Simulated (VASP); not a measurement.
Co:

```
CELL_PARAMETERS angstrom
0.00000 1.79785 1.79785
1.79785 0.00000 1.79785
3.59570 3.59570 0.00000
ATOMIC_POSITIONS crystal
Co 0.00000 0.00000 0.00000
Co 0.00000 0.00000 0.50000
```

Base run:

* Program: VASP 6.6.1
* Functional: PBEsol
* Potentials or basis: VASP PAW PBE potentials, release 64 (Co)
* Cutoff: 520 eV
* k mesh: 12 × 12 × 6
* Occupations: fermi-dirac, width 0.1 eV
* Spin: no spin polarisation

Its results: band gap on the k mesh zero (band 9 reaches 9.27 eV, above the bottom of band 10 at 8.30 eV); pressure -31.2 GPa.

Task: The run is repeated on the same cell with these changes: spin from no spin polarisation to collinear spin; further incar settings from ALGO = Normal; EDIFF = 1e-06; NBANDS = 16 to ALGO = Normal; EDIFF = 1e-06; NBANDS = 20. What comes out?

Result: Band gap on the k mesh zero (filled and empty bands overlap); pressure -24.9 GPa; net moment 0.00 μB per cell; site moments Co -1.17, +1.17 μB.

Caveats: the PAW data sets were made with another functional, which shifts forces and pressure a little.
